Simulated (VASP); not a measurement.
A run of VASP 6.6.1:

File INCAR:

```
PREC = Accurate
ENCUT = 520
EDIFF = 1E-6
ISMEAR = -1
SIGMA = 0.08
LREAL = False
LASPH = True
NELM = 60
ALGO = Normal
ISIF = 2
LWAVE = False
LCHARG = True
LELF = True
LVHAR = True
NBANDS = 20
```

The input KPOINTS:

```
Automatic mesh
0
Gamma
  12 12 10
```

POSCAR

```
Ga
1.0
    1.4790000000     -4.1463000000      0.0000000000
    1.4790000000      4.1463000000      0.0000000000
    0.0000000000      0.0000000000      3.1700000000
Ga
2
Direct
    0.8670000000      0.1330000000      0.2500000000
    0.1330000000      0.8670000000      0.7500000000
```

Potentials or basis: VASP PAW LDA potentials, release 64 (Ga_d).

The run is started by

```sh
$ cat potpaw_LDA.64/Ga_d/POTCAR > POTCAR
$ mpirun -np 1 vasp_std > vasp.out
```

Hardware: 1 thread of Intel(R) Xeon(R) Platinum 8259CL CPU @ 2.50GHz (Skylake/Cascade Lake), on a shared host.

**Question.** How long does it take, and how much memory?

**Answer.** It took 100 s on 1 thread of Intel(R) Xeon(R) Platinum 8259CL CPU @ 2.50GHz (Skylake/Cascade Lake), with other jobs on the host, peak memory 0.27 GiB. Counts: scf iterations 10, k points 258.
